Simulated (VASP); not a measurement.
The system is CdTe.

```
CELL_PARAMETERS angstrom
0.00000 3.30906 3.30906
3.30906 0.00000 3.30906
3.30906 3.30906 0.00000
ATOMIC_POSITIONS crystal
Cd 0.00000 0.00000 0.00000
Te 0.25000 0.25000 0.25000
```

| Quantity | Value |
| --- | --- |
| Program | VASP 6.6.1 |
| Task | relaxation of cell and atoms |
| Functional | PBEsol |
| Potentials or basis | VASP PAW PBE potentials, release 64 (Cd, Te) |
| Cutoff | 600 eV |
| k mesh | 6 × 6 × 6 |
| Occupations | fermi-dirac, width 0.02 eV |
| Spin | no spin polarisation |

At the start: pressure -2.0 GPa; volume 36.23 Å³/atom.

Task: How do energy, volume and symmetry change on relaxing?

Result: Over 3 steps the energy falls by 13.0 meV/atom and the volume is 34.27 Å³/atom (-5.4 %); space group F-43m (No. 216, to 0.05 Å).

The path:
```csv
step,energy change (eV),largest force (eV/Å),pressure (GPa),volume (Å³)
1,0.0000,0.0000,-2.01,72.47
2,-0.0250,0.0000,0.47,67.80
3,-0.0261,0.0000,0.01,68.54
```

Final structure:
```xyz
2
Lattice="0.0000 3.2482 3.2482 3.2482 0.0000 3.2482 3.2482 3.2482 0.0000" Properties=species:S:1:pos:R:3 pbc="T T T"
Cd    0.0000    0.0000    0.0000
Te    1.6241    1.6241    1.6241
```

Caveat: the PAW data sets were made with another functional, which shifts forces and pressure a little.
